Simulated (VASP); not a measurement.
Set up this calculation in VASP 6.6.1, as the native input.

- Task: density of states
- Functional: PBEsol
- Potentials or basis: VASP PAW PBE potentials, release 64 (Mg, H)
- Cutoff: 520 eV
- k mesh: 4 × 4 × 4
- Occupations: gaussian, width 0.02 eV
- Spin: no spin polarisation
- Dipole correction: no
- k mesh for the DOS: 6 × 6 × 6
- Occupations for the DOS: tetrahedron
- Further INCAR settings: ALGO = Normal; EDIFF = 1e-06; NBANDS = 20

The system is MgH2.

```
CELL_PARAMETERS angstrom
6.79610 0.00000 0.00000
0.00000 6.79610 0.00000
0.00000 0.00000 5.41354
ATOMIC_POSITIONS crystal
Mg 0.34807 0.00000 0.75000
Mg 0.65193 0.00000 0.25000
Mg 0.00000 0.34807 0.00000
Mg 0.00000 0.65193 0.50000
H 0.50000 0.09521 0.50000
H 0.50000 0.90479 0.00000
H 0.19608 0.19608 0.87500
H 0.19608 0.80392 0.62500
H 0.80392 0.19608 0.12500
H 0.80392 0.80392 0.37500
H 0.90479 0.50000 0.75000
H 0.09521 0.50000 0.25000
```

The input as run:

POSCAR

```
MgH2
1.0
    6.7960980349      0.0000000000      0.0000000000
    0.0000000000      6.7960980349      0.0000000000
    0.0000000000      0.0000000000      5.4135413793
Mg H
4 8
Direct
    0.3480706665      0.0000000000      0.7500000000
    0.6519293335      0.0000000000      0.2500000000
    0.0000000000      0.3480706665      0.0000000000
    0.0000000000      0.6519293335      0.5000000000
    0.5000000000      0.0952116628      0.5000000000
    0.5000000000      0.9047883372      0.0000000000
    0.1960824300      0.1960824300      0.8750000000
    0.1960824300      0.8039175700      0.6250000000
    0.8039175700      0.1960824300      0.1250000000
    0.8039175700      0.8039175700      0.3750000000
    0.9047883372      0.5000000000      0.7500000000
    0.0952116628      0.5000000000      0.2500000000
```

INCAR.step1

```
PREC     = Accurate       # precision mode
ENCUT    = 520            # plane-wave cutoff, eV
EDIFF    = 1E-6           # SCF threshold, eV
ISMEAR   = 0              # smearing method
SIGMA    = 0.02           # smearing width, eV
LREAL    = False          # projectors in reciprocal space
LASPH    = True           # aspherical terms in the spheres
NELM     = 100            # most SCF steps
ALGO     = Normal         # electronic algorithm
ISIF     = 2              # what is computed and relaxed
LWAVE    = False          # write WAVECAR
LCHARG   = True           # write CHGCAR
GGA      = PS             # functional
NBANDS   = 20             # bands
```

KPOINTS.step1

```
Automatic mesh
0
Gamma
  4 4 4
```

INCAR.step2

```
PREC     = Accurate       # precision mode
ENCUT    = 520            # plane-wave cutoff, eV
EDIFF    = 1E-6           # SCF threshold, eV
ISMEAR   = -5             # smearing method
SIGMA    = 0.02           # smearing width, eV
LREAL    = False          # projectors in reciprocal space
LASPH    = True           # aspherical terms in the spheres
NELM     = 100            # most SCF steps
ALGO     = Normal         # electronic algorithm
ISIF     = 2              # what is computed and relaxed
LWAVE    = False          # write WAVECAR
LCHARG   = False          # write CHGCAR
GGA      = PS             # functional
LORBIT   = 11             # projections on sites
NBANDS   = 20             # bands
NEDOS    = 1001           # points of the DOS
ICHARG   = 11             # starting density
```

KPOINTS.step2

```
Automatic mesh
0
Gamma
  6 6 6
```

Potentials or basis: VASP PAW PBE potentials, release 64 (Mg, H).

Run with:

```console
$ cat potpaw_PBE.64/Mg/POTCAR potpaw_PBE.64/H/POTCAR > POTCAR
$ cp INCAR.step1 INCAR
$ cp KPOINTS.step1 KPOINTS
$ mpirun -np 1 vasp_std > vasp.out
$ cp INCAR.step2 INCAR
$ cp KPOINTS.step2 KPOINTS
$ mpirun -np 1 vasp_std > vasp.out
```

It gave:

| Quantity | Value |
| --- | --- |
| Valence electrons inside the program's atomic spheres | Mg 0.36; H 0.56 |

It took 4.4 min on 1 thread of Oxide Virtual Turin-like Processor, on a shared host, peak memory 0.37 GiB.
